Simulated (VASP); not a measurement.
Wanted: the native input for a VASP 6.6.1 run.

* Task: single point
* Functional: PBE
* Potentials or basis: VASP PAW PBE potentials, release 64 (Mg, Cd, S)
* Cutoff: 520 eV
* k mesh: 10 × 10 × 4
* Occupations: gaussian, width 0.01 eV
* Spin: no spin polarisation
* Dipole correction: no
* Further INCAR settings: ALGO = Normal; EDIFF = 1e-06; NBANDS = 41

The structure of MgCd3S4 lies in POSCAR:

```
MgCd3S4
1.0
    3.8443442788      0.0000000000      0.0000000000
    0.0000000000      3.8443442788      0.0000000000
    0.0000000000      0.0000000000     10.8934764804
Mg Cd S
1 3 4
Direct
    0.0000000000      0.0000000000      0.5000000000
    0.0000000000      0.0000000000      0.0000000000
    0.5000000000      0.5000000000      0.2526377023
    0.5000000000      0.5000000000      0.7473622977
    0.0000000000      0.0000000000      0.2562682843
    0.5000000000      0.5000000000      0.5000000000
    0.0000000000      0.0000000000      0.7437317157
    0.5000000000      0.5000000000      0.0000000000
```

One way to write it, as run:

INCAR

```
SYSTEM = MgCd3S4
ALGO = Normal
EDIFF = 1E-6
ENCUT = 520
GGA = PE
ISIF = 2
ISMEAR = 0
LASPH = .True.
LCHARG = .False.
LREAL = .False.
LWAVE = .False.
NBANDS = 41
NELM = 60
PREC = Accurate
SIGMA = 0.01
```

KPOINTS

```
k-points
0
Gamma
  10 10 4
  0 0 0
```

Potentials or basis: VASP PAW PBE potentials, release 64 (Mg, Cd, S).

Run with:

```console
$ cat potpaw_PBE.64/Mg/POTCAR potpaw_PBE.64/Cd/POTCAR potpaw_PBE.64/S/POTCAR > POTCAR
$ mpirun -np 1 vasp_std > vasp.out
```

Results of the run:

| Property | Result |
| --- | --- |
| Pressure | 0.3 GPa |
| Largest force | 0.024 eV/Å |
| Band gap on the k mesh | 0.25 eV, indirect (least direct gap 1.14 eV) |

It took 2.8 min on 1 thread of AMD EPYC 9R45 96-Core Processor (Zen 5), with other jobs on the host, peak memory 0.45 GiB.
